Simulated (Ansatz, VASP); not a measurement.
Two plane-wave programs on ScSi4O

```xyz
6
Lattice="4.7746 0.0000 0.0000 -2.3873 4.1349 0.0000 0.0000 0.0000 4.7003" Properties=species:S:1:pos:R:3 pbc="T T T"
Sc    0.0000    0.0000    2.3502
Si    0.0000    2.7566    0.0000
Si    2.3873    1.3783    0.0000
Si    0.0000    2.7566    2.3502
Si    2.3873    1.3783    2.3502
O     0.0000    0.0000    0.0000
```

Alike in both runs: functional PBE; k mesh 6 × 6 × 4; occupations gaussian, width 0.1 eV; no spin polarisation.

Ansatz relaxed the structure, and its values are those at the end. VASP's run is a single point on that final structure, the one shown.

|  | VASP | Ansatz |
| --- | --- | --- |
| version | VASP 6.6.1 | Ansatz 0.2.0 |
| potentials or method | VASP PAW PBE potentials, release 64 (Sc_sv, Si, O), cutoff 520 eV | scalar-relativistic, plane waves, PAW |
| valence electrons in the cell | 33 | 33 |

```csv
,VASP,Ansatz,Ansatz less VASP
gap on the k mesh at the Fermi level (eV),none,none,-
pressure (GPa),0.0,0.0,-0.04
```

A gap of «none» marks a metal or a gap that the smearing closes.
